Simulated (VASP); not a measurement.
# Ag (Cmcm) in VASP: a series of runs

Runs on Ag. Level: PBEsol. Tasks: single point.

Program: VASP 6.6.1. These are calculated values, not measurements. Logs are shortened: lines on timing, memory, paths and dates and some standing lists are left out, and cuts for length are marked.

### Step 1. The cell of the first run

Symmetry: Cmcm, No. 63, orthorhombic system. Conventional cell: a = 2.813 Å, b = 5.278 Å, c = 4.790 Å, α = 90.00°, β = 90.00°, γ = 90.00°. Within 3.7 Å of Ag (site symmetry m2m) lie 12 Ag at 2.81 to 2.99 Å.

### Step 2. Single point, PBEsol (strain -0.0400 x Voigt [1, -1, 0, 0, 0, 0])

INCAR

```
SYSTEM = Ag
PREC     = Accurate       ! precision mode
ENCUT    = 520            ! plane-wave cutoff, eV
EDIFF    = 1E-7           ! SCF threshold, eV
ISMEAR   = 0              ! smearing method
SIGMA    = 0.15           ! smearing width, eV
LREAL    = .FALSE.        ! projectors in reciprocal space
LASPH    = .TRUE.         ! aspherical terms in the spheres
NELM     = 80             ! most SCF steps
ALGO     = Fast           ! electronic algorithm
ISIF     = 2              ! what is computed and relaxed
LWAVE    = .FALSE.        ! write WAVECAR
LCHARG   = .FALSE.        ! write CHGCAR
GGA      = PS             ! functional
NBANDS   = 18             ! bands
```

KPOINTS

```
Automatic mesh
0
G
  18 18 10
  0 0 0
```

POSCAR

```
Ag
1.0
    2.8127981572      0.0000000000      0.0000000000
   -1.4063990786      2.6389508815      0.0000000000
    0.0000000000      0.0000000000      4.7900000000
Ag
2
Direct
    0.3333333333      0.6666666667      0.2500000000
    0.6666666667      0.3333333333      0.7500000000
```

Potentials or basis: VASP PAW PBE potentials, release 64 (Ag).

The run is started by

```
> cat potpaw_PBE.64/Ag/POTCAR > POTCAR
> mpirun -np 1 vasp_std > vasp.out
```

OUTCAR:

```text
SYSTEM = Ag
   PREC = Accurate
   ENCUT = 520
   EDIFF = 1E-7
   ISMEAR = 0
   LREAL = .FALSE.
   LASPH = .TRUE.
   NELM = 80
   ISIF = 2
   GGA = PS

 ion  position               nearest neighbor table
   1  0.333  0.667  0.250-   2 2.91   2 2.91   2 2.91   2 2.91   2 2.97   2 2.97
   2  0.667  0.333  0.750-   1 2.91   1 2.91   1 2.91   1 2.91   1 2.97   1 2.97

  LATTYP: Found a base centered orthorhombic cell.
 ALAT       =     2.8127981572
 B/A-ratio  =     1.8763883749
 C/A-ratio  =     1.7029305810

  Lattice vectors:

 A1 = (   1.4063990786,  -2.6389508815,   0.0000000000)
 A2 = (   1.4063990786,   2.6389508815,   0.0000000000)
 A3 = (   0.0000000000,   0.0000000000,   4.7900000000)

Analysis of symmetry for initial positions (statically):
=====================================================================
 Subroutine PRICEL returns:
 Original cell was already a primitive cell.

 Routine SETGRP: Setting up the symmetry group for a
 base centered orthorhombic supercell.

 Subroutine GETGRP returns: Found  8 space group operations
 (whereof  4 operations were pure point group operations)
 out of a pool of  8 trial point group operations.

The static configuration has the point symmetry C_2h.
 The point group associated with its full space group is D_2h.

Analysis of symmetry for dynamics (positions and initial velocities):
=====================================================================
 Subroutine PRICEL returns:
 Original cell was already a primitive cell.

 Routine SETGRP: Setting up the symmetry group for a
 base centered orthorhombic supercell.

 Subroutine GETGRP returns: Found  8 space group operations
 (whereof  4 operations were pure point group operations)
 out of a pool of  8 trial point group operations.

The dynamic configuration has the point symmetry C_2h.
 The point group associated with its full space group is D_2h.

 Subroutine INISYM returns: Found  8 space group operations
 (whereof  4 operations are pure point group operations),
 and found     1 'primitive' translations

----------------------------------------------------------------------------------------

                                     Primitive cell

  volume of cell :      35.5554

  direct lattice vectors                    reciprocal lattice vectors
     2.812798157  0.000000000  0.000000000     0.355517867  0.189469233  0.000000000
    -1.406399079  2.638950882  0.000000000     0.000000000  0.378938466  0.000000000
     0.000000000  0.000000000  4.790000000     0.000000000  0.000000000  0.208768267

  length of vectors
     2.812798157  2.990321074  4.790000000     0.402854246  0.378938466  0.208768267

  position of ions in fractional coordinates (direct lattice)
     0.333333333  0.666666667  0.250000000
     0.666666667  0.333333333  0.750000000

  ion indices of the primitive-cell ions
   primitive index   ion index
                 1           1
                 2           2

----------------------------------------------------------------------------------------

 KPOINTS: Automatic mesh

Automatic generation of k-mesh.
 Grid dimensions read from file:
 generate k-points for:   18   18   10

 Generating k-lattice:

  Cartesian coordinates                     Fractional coordinates (reciprocal lattice)
     0.019750993  0.010526069  0.000000000     0.055555556  0.000000000  0.000000000
     0.000000000  0.021052137  0.000000000     0.000000000  0.055555556  0.000000000
     0.000000000  0.000000000  0.020876827     0.000000000  0.000000000  0.100000000

  Length of vectors
     0.022380791  0.021052137  0.020876827

  Shift w.r.t. Gamma in fractional coordinates (k-lattice)
     0.000000000  0.000000000  0.000000000

 Subroutine IBZKPT returns following result:
 ===========================================

 Found    546 irreducible k-points:

 Following reciprocal coordinates:
            Coordinates               Weight
  0.000000  0.000000  0.000000      1.000000
  0.055556  0.000000  0.000000      4.000000
  0.111111  0.000000  0.000000      4.000000
  0.166667  0.000000  0.000000      4.000000
  0.222222  0.000000  0.000000      4.000000
  0.277778  0.000000  0.000000      4.000000
[... 16 lines left out ...]
 -0.333333  0.055556  0.000000      4.000000
 -0.277778  0.055556  0.000000      4.000000
 [... further k-points ...]
   k-points           NKPTS =    546   k-points in BZ     NKDIM =    546   number of bands    NBANDS=     18
   number of dos      NEDOS =    301   number of ions     NIONS =      2
   total plane-waves  NPLWV =  20736
   dimension x,y,z NGX =    24 NGY =   24 NGZ =   36
   dimension x,y,z NGXF=    48 NGYF=   48 NGZF=   72
   ions per type =               2
   NGX,Y,Z   is equivalent  to a cutoff of  14.18, 13.34, 12.49 a.u.
   NGXF,Y,Z  is equivalent  to a cutoff of  28.37, 26.69, 24.99 a.u.
 SYSTEM =  Ag
   PREC   = accura    normal or accurate (medium, high low for compatibility)
   ISTART =      0    job   : 0-new  1-cont  2-samecut
   ICHARG =      2    charge: 1-file 2-atom 10-const
   ISPIN  =      1    spin polarized calculation?
   LNONCOLLINEAR =      F non collinear calculations
   LSORBIT =      F    spin-orbit coupling
   LASPH  =      T    aspherical Exc in radial PAW
   ENCUT  =  520.0 eV  38.22 Ry    6.18 a.u.   5.23  5.56  8.91*2*pi/ulx,y,z
   NELM   =     80;   NELMIN=  2; NELMDL= -5     # of ELM steps
   EDIFF  = 0.1E-06   stopping-criterion for ELM
   LREAL  =      F    real-space projection
   EDIFFG = 0.1E-05   stopping-criterion for IOM
   NSW    =      0    number of steps for IOM
   IBRION =     -1    ionic relax: 0-MD 1-quasi-New 2-CG
   NFREE  =      0    steps in history (QN), initial steepest desc. (CG)
   ISIF   =      2    stress and relaxation
   ISYM   =      2    0-nonsym 1-usesym 2-fastsym
   POTIM  = 0.5000    time-step for ionic-motion
   TEBEG  =    0.0;   TEEND  =   0.0 temperature during run
   PSTRESS=    0.0 pullay stress
   NELECT =      22.0000    total number of electrons
   NUPDOWN=      -1.0000    fix difference up-down
   EMIN   =  10.00;   EMAX   =-10.00  energy-range for DOS
   EFERMI =   0.00;   METHOD = LEGACY
   ISMEAR =     0;   SIGMA  =   0.15  broadening in eV -4-tet -1-fermi 0-gaus
   EFERMI_NEDOS =   21; number of points for ismear=-14 and -15
   IALGO  =     68    algorithm
   IMIX   =      4    mixing-type and parameters
     AMIX     =   0.40;   BMIX     =  1.00
     AMIX_MAG =   1.60;   BMIX_MAG =  1.00
  volume/ion in A,a.u.               =      17.78       119.97
  Fermi-wavevector in a.u.,A,eV,Ry     =   1.395021  2.636207 26.478056  1.946082
  Thomas-Fermi vector in A             =   2.518513
   LORBIT       =      0    0 simple, 1 ext, 2 COOP (PROOUT), +10 PAW based schemes
   GGA     = PS    functional components
   LHFCALC =     F    Hartree Fock is set to
   AEXX    =    0.0000 exact exchange contribution
   IVDW    =     0    specifies the selected vdW correction
   LEPSILON=     F    determine dielectric tensor
   LRPA    =     F    only Hartree local field effects (RPA)
 non-spin polarized calculation
 RMM-DIIS sequential band-by-band and
 Gauss-broadening in eV      SIGMA  =   0.15
  energy-cutoff  :      520.00
  volume of cell :       35.56
 maximum number of plane-waves:       975
 NGX is ok and might be reduce to    24
   NGX = 11   NGY = 11   NGZ = 17

 number of electron      21.9999994 magnetization

 Free energy of the ion-electron system (eV)
  ---------------------------------------------------
  ext. energy  EPLUGINS =         0.00000000
  ---------------------------------------------------
  free energy    TOTEN  =        -6.53941819 eV

  energy without entropy =       -6.53246434  energy(sigma->0) =       -6.53594127

 E-fermi :   7.6868     XC(G=0): -12.1612

 val. band max:        7.6855924225   @ k =   0.1111   0.3889   0.4000
 cond. band min:       7.6870466640   @ k =   0.1667   0.0556   0.2000
 fundamental gap:      0.0014542415
 Fermi energy:         7.6867657043

 k-point     1 :       0.0000    0.0000    0.0000
  band No.  band energies     occupation
      1       0.1375      2.00000
      2       1.5103      2.00000
      3       2.7884      2.00000
      4       2.9287      2.00000
      5       3.1255      2.00000
      6       3.4645      2.00000
[... 10 lines left out ...]
     17      25.2347      0.00000
     18      26.3481      0.00000

 k-point     2 :       0.0556    0.0000    0.0000
  band No.  band energies     occupation
      1       0.2256      2.00000
      2       1.5649      2.00000
      3       2.8081      2.00000
      4       2.9683      2.00000
      5       3.1385      2.00000
      6       3.4635      2.00000
[... 10 lines left out ...]
     17      25.1905      0.00000
     18      25.3944      0.00000

 k-point     3 :       0.1111    0.0000    0.0000
  band No.  band energies     occupation
      1       0.4826      2.00000
      2       1.7154      2.00000
      3       2.8284      2.00000
      4       3.0928      2.00000
      5       3.1827      2.00000
      6       3.4779      2.00000
[... 10 lines left out ...]
     17      25.2907      0.00000
     18      25.8324      0.00000

 k-point     4 :       0.1667    0.0000    0.0000
  band No.  band energies     occupation
      1       0.8817      2.00000
      2       1.9130      2.00000
      3       2.8013      2.00000
      4       3.2402      2.00000
      5       3.2575      2.00000
      6       3.3107      2.00000
[... 10 lines left out ...]
     17      25.2760      0.00000
     18      25.4924      0.00000

 k-point     5 :       0.2222    0.0000    0.0000
  band No.  band energies     occupation
      1       1.3526      2.00000
      2       2.0484      2.00000
      3       2.8181      2.00000
      4       2.9043      2.00000
      5       3.2551      2.00000
      6       3.3060      2.00000
[... 10 lines left out ...]
     17      23.8810      0.00000
     18      25.0859      0.00000

 k-point     6 :       0.2778    0.0000    0.0000
  band No.  band energies     occupation
      1       1.7390      2.00000
      2       2.0274      2.00000
      3       2.5633      2.00000
      4       3.0224      2.00000
      5       3.1767      2.00000
      6       3.3023      2.00000
[... 10 lines left out ...]
     17      23.0044      0.00000
     18      23.9741      0.00000

 k-point     7 :       0.3333    0.0000    0.0000
  band No.  band energies     occupation
      1       1.8449      2.00000
      2       1.9772      2.00000
      3       2.2797      2.00000
      4       3.0590      2.00000
      5       3.3702      2.00000
      6       3.4189      2.00000
[... 10 lines left out ...]
     17      21.2161      0.00000
     18      23.7541      0.00000

 k-point     8 :       0.3889    0.0000    0.0000
  band No.  band energies     occupation
      1       1.7472      2.00000
      2       1.9736      2.00000
      3       2.0706      2.00000
      4       2.9654      2.00000
      5       3.4567      2.00000
      6       3.5256      2.00000
[... 10 lines left out ...]
     17      19.6927      0.00000
     18      23.2513      0.00000
[... 229 lines left out ...]
     17      18.2453      0.00000
     18      22.6121      0.00000

 k-point    20 :       0.5000    0.0556    0.0000
  band No.  band energies     occupation
      1       1.6799      2.00000
      2       1.9120      2.00000
      3       1.9764      2.00000
      4       2.8747      2.00000
      5       3.4048      2.00000
      6       3.6357      2.00000
[... 10 lines left out ...]
     17      18.1709      0.00000
     18      22.6524      0.00000

 k-point    21 :      -0.4444    0.0556    0.0000
  band No.  band energies     occupation
      1       1.7386      2.00000
      2       1.9867      2.00000
      3       2.0015      2.00000
      4       2.8948      2.00000
      5       3.4494      2.00000
      6       3.5733      2.00000
[... 10 lines left out ...]
     17      19.0460      0.00000
     18      22.8966      0.00000

 k-point    22 :      -0.3889    0.0556    0.0000
  band No.  band energies     occupation
      1       1.8438      2.00000
      2       2.0245      2.00000
      3       2.1439      2.00000
      4       2.9554      2.00000
      5       3.4424      2.00000
      6       3.5023      2.00000
[... 10 lines left out ...]
     17      20.2831      0.00000
     18      23.3436      0.00000

 k-point    23 :      -0.3333    0.0556    0.0000
  band No.  band energies     occupation
      1       1.9077      2.00000
      2       2.0259      2.00000
      3       2.3792      2.00000
      4       3.0525      2.00000
      5       3.1239      2.00000
      6       3.3531      2.00000
[... 10 lines left out ...]
     17      22.1167      0.00000
     18      23.9797      0.00000

 k-point    24 :      -0.2778    0.0556    0.0000
  band No.  band energies     occupation
      1       1.6500      2.00000
      2       2.0979      2.00000
      3       2.6821      2.00000
      4       2.8702      2.00000
      5       3.1786      2.00000
      6       3.2804      2.00000
[... 10 lines left out ...]
     17      23.5470      0.00000
     18      24.7311      0.00000

 [... further k-points ...]

------------------------ aborting loop because EDIFF is reached ----------------------------------------

  FORCE on cell =-STRESS in cart. coord.  units (eV):
  Direction    XX          YY          ZZ          XY          YZ          ZX
  --------------------------------------------------------------------------------------
  -------------------------------------------------------------------------------------
  Total       -0.7176816     -1.9510119     -1.2905814      0.0000000     -0.0000000      0.0000000
  in kB      -32.3397751    -87.9154306    -58.1554755      0.0000000     -0.0000000      0.0000000
  external PRESSURE =     -59.4702271 kB  Pullay stress =       0.0000000 kB

 VOLUME and BASIS-vectors are now :
 -----------------------------------------------------------------------------
  energy-cutoff  :      520.00
  volume of cell :       35.56
      direct lattice vectors                 reciprocal lattice vectors
     2.812798157  0.000000000  0.000000000     0.355517867  0.189469233  0.000000000
    -1.406399079  2.638950882  0.000000000     0.000000000  0.378938466  0.000000000
     0.000000000  0.000000000  4.790000000     0.000000000  0.000000000  0.208768267

 POSITION                                       TOTAL-FORCE (eV/Angst)
 -----------------------------------------------------------------------------------
     -0.00000      1.75930      1.19750         0.000000      0.075696     -0.000000
      1.40640      0.87965      3.59250        -0.000000     -0.075696      0.000000
 -----------------------------------------------------------------------------------
    total drift:                               -0.000000      0.000000     -0.000000

  FREE ENERGIE OF THE ION-ELECTRON SYSTEM (eV)
  ---------------------------------------------------
  free  energy   TOTEN  =        -6.5394181947 eV

  energy  without entropy=       -6.5324643375  energy(sigma->0) =       -6.53594127
```

Wall time 1.7 min (1 thread of Intel Xeon 6975P-C (Granite Rapids), shared host); peak memory 0.38 GiB.

Results:

```yaml
Free_energy: -6.5394 eV
Pressure: -5.9 GPa
Largest_force: 0.076 eV/Å
Band_gap_on_the_k_mesh: zero (bands 11 and 12 overlap by 7.10 eV)
```

Forces in eV/Å, atoms in the order of the input:
```
Ag   0.000  0.076  0.000
Ag   0.000 -0.076  0.000
```

Stress tensor (GPa, compression positive):
```
-3.23  0.00  0.00
 0.00 -8.79  0.00
 0.00  0.00 -5.82
```

Levels at points of the mesh, in eV from the Fermi level:
| k point | band 9 | band 10 | band 11 | band 12 | band 13 | band 14 |
| --- | --- | --- | --- | --- | --- | --- |
| (0.00, 0.00, 0.00) | -3.92 | -3.13 | -2.99 | -0.38 | 3.30 | 14.89 |
| (0.50, 0.00, 0.00) | -2.92 | -2.79 | 0.30 | 1.72 | 6.90 | 7.18 |
| (0.00, 0.50, 0.00) | -2.86 | -2.82 | -0.30 | 0.89 | 6.14 | 6.39 |
| (0.00, 0.00, 0.50) | -3.42 | -3.42 | -3.26 | -3.26 | 10.74 | 10.74 |
| (0.50, 0.00, 0.50) | -2.78 | -2.78 | 0.97 | 0.97 | 4.68 | 4.68 |
| (0.00, 0.50, 0.50) | -2.90 | -2.90 | 0.34 | 0.34 | 3.66 | 3.66 |

Caveat: the cell differs from its parent crystal (strain -0.0400 x Voigt [1, -1, 0, 0, 0, 0]); the cell stands under tension; the PAW data sets were made with another functional, which shifts forces and pressure a little.

### Step 3. Single point, PBEsol (strain +0.0400 x Voigt [1, -1, 0, 0, 0, 0])

INCAR

```
PREC = Accurate
ENCUT = 520
EDIFF = 1E-7
ISMEAR = 0
SIGMA = 0.15
LREAL = False
LASPH = True
NELM = 60
ALGO = Fast
ISIF = 2
LWAVE = False
LCHARG = False
GGA = PS
NBANDS = 18
```

KPOINTS

```
regular mesh
0
Gamma
  18 18 10
```

POSCAR

```
Ag
1.0
    3.0471980036      0.0000000000      0.0000000000
   -1.5235990018      2.4359546599      0.0000000000
    0.0000000000      0.0000000000      4.7900000000
Ag
2
Direct
    0.3333333333      0.6666666667      0.2500000000
    0.6666666667      0.3333333333      0.7500000000
```

Potentials or basis: VASP PAW PBE potentials, release 64 (Ag).

The run is started by

```
> cat potpaw_PBE.64/Ag/POTCAR > POTCAR
> mpirun -np 1 vasp_std > vasp.out
```

Wall time 92 s (1 thread of Intel Xeon 6975P-C (Granite Rapids), shared host); peak memory 0.38 GiB.

Results (log left out):

```
Free energy            : -6.5436 eV
Pressure               : -6.0 GPa
Largest force          : 0.075 eV/Å
Band gap on the k mesh : zero (bands 11 and 12 overlap by 7.05 eV)
```

Forces in eV/Å, atoms in the order of the input:
```
Ag   0.000 -0.075  0.000
Ag   0.000  0.075  0.000
```

Stress tensor (GPa, compression positive):
```
-7.90  0.00  0.00
 0.00 -4.03  0.00
 0.00  0.00 -6.11
```

Levels at points of the mesh, in eV from the Fermi level:
```tsv
k point	band 8	band 9	band 10	band 11	band 12	band 13	band 14	band 15
(0.00, 0.00, 0.00)	-4.00	-3.92	-3.08	-2.97	-0.34	3.34	15.23	16.95
(0.50, 0.00, 0.00)	-2.97	-2.84	-2.82	-0.06	1.22	6.43	6.69	8.73
(0.00, 0.50, 0.00)	-2.91	-2.80	-2.67	0.51	2.01	7.20	7.47	9.06
(0.00, 0.00, 0.50)	-4.28	-3.38	-3.38	-3.23	-3.23	10.77	10.77	15.65
(0.50, 0.00, 0.50)	-3.13	-2.82	-2.82	0.59	0.59	4.04	4.04	13.62
(0.00, 0.50, 0.50)	-3.04	-2.73	-2.73	1.21	1.21	5.04	5.04	11.93
```

Caveat: the cell differs from its parent crystal (strain +0.0400 x Voigt [1, -1, 0, 0, 0, 0]); the cell stands under tension; the PAW data sets were made with another functional, which shifts forces and pressure a little.
